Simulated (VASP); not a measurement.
C: relaxation of cell and atoms with PBEsol

C:

```
C
1.0
     0.00000    1.49001    1.49001
     1.49001    0.00000    1.49001
     1.49001    1.49001    0.00000
C
1
Direct
  0.00000 0.00000 0.00000
```

- Program: VASP 6.6.1
- Task: relaxation of cell and atoms
- Functional: PBEsol
- Potentials or basis: VASP PAW PBE potentials, release 64 (C)
- Cutoff: 600 eV
- k mesh: 18 × 18 × 18
- Occupations: fermi-dirac, width 0.1 eV
- Spin: no spin polarisation
- Dipole correction: no
- Further INCAR settings: ALGO = Normal; EDIFF = 1e-07; IBRION = 2; EDIFFG = -0.01; NSW = 80; ISIF = 3

- Relaxed volume: 7.00 Å³/atom
- Relaxed cell: a = 2.147 Å, b = 2.147 Å, c = 2.147 Å, α = 60.00°, β = 60.00°, γ = 60.00°
- Space group after relaxing (to 0.05 Å): Fm-3m (No. 225)
- Energy gained by relaxing: 12.5 meV/atom
- Ionic steps: 3
- Pressure after relaxing: 0.0 GPa
- Band gap on the k mesh: zero (band 2 reaches 16.54 eV, above the bottom of band 3 at 4.93 eV)

The path:
| step | energy change (eV) | largest force (eV/Å) | pressure (GPa) | volume (Å³) |
| --- | --- | --- | --- | --- |
| 1 | 0.0000 | 0.0000 | 10.81 | 6.62 |
| 2 | -0.0122 | 0.0000 | -1.26 | 7.05 |
| 3 | -0.0125 | 0.0000 | 0.02 | 7.00 |

Final structure:
```xyz
1
Lattice="0.0000 1.5183 1.5183 1.5183 0.0000 1.5183 1.5183 1.5183 0.0000" Properties=species:S:1:pos:R:3 pbc="T T T"
C     0.0000    0.0000    0.0000
```

Levels at points of the mesh, in eV from the Fermi level:
```tsv
k point	band 1	band 2	band 3	band 4	band 5	band 6
(0.00, 0.00, 0.00)	-19.38	8.34	8.34	8.34	30.47	30.47
(0.50, 0.00, 0.00)	-9.56	-9.15	6.53	6.53	25.35	27.80
(0.50, 0.50, 0.00)	-7.16	-5.43	2.29	2.29	14.90	16.31
```

Run time: 6.7 s on 1 thread of Intel(R) Xeon(R) 6975P-C (Granite Rapids), on a shared host, peak memory 0.11 GiB.

Caveat: the PAW data sets were made with another functional, which shifts forces and pressure a little.
